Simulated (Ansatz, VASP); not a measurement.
**In: VASP and Ansatz over several settings**

```xyz
1
Lattice="-1.8825 1.8825 1.8825 1.8825 -1.8825 1.8825 1.8825 1.8825 -1.8825" Properties=species:S:1:pos:R:3 pbc="T T T"
In    0.0000    0.0000    0.0000
```

Single points on this cell with VASP 6.6.1 and Ansatz 0.2.0. Each row is one pair of runs. Alike in all rows: smearing: fermi-dirac, width 0.05 eV; VASP's potentials, cutoff: VASP PAW PBE potentials, release 64 (In_d), 520 eV.

```csv
level,spin,k mesh,"Ansatz's potentials, cutoff","gap on the k mesh at the Fermi level (eV), VASP","gap on the k mesh at the Fermi level (eV), Ansatz","pressure (GPa), VASP","pressure (GPa), Ansatz"
r2SCANh,off,5 × 5 × 5,"Ansatz PAW, 500 eV",none,none,-1.4,-1.3
r2SCAN50,off,5 × 5 × 5,"Ansatz PAW, 500 eV",none,none,-1.5,-2.3
HF,off,5 × 5 × 5,"Ansatz PAW, 420 eV",?,none,?,5.9
PBE0,"non-collinear, zero start, SOC",4 × 4 × 4,"Ansatz PAW, 420 eV",-,-,1.8,0.7
```

Question: Fill in what VASP gave in row 3.

Answer: gap on the k mesh at the Fermi level (eV): none; pressure (GPa): 5.3.

A gap of «none» marks a metal or a gap that the smearing closes.

In some rows the two programs ended in different magnetic states.

The k mesh is coarse, so the values compare programs but aren't converged.
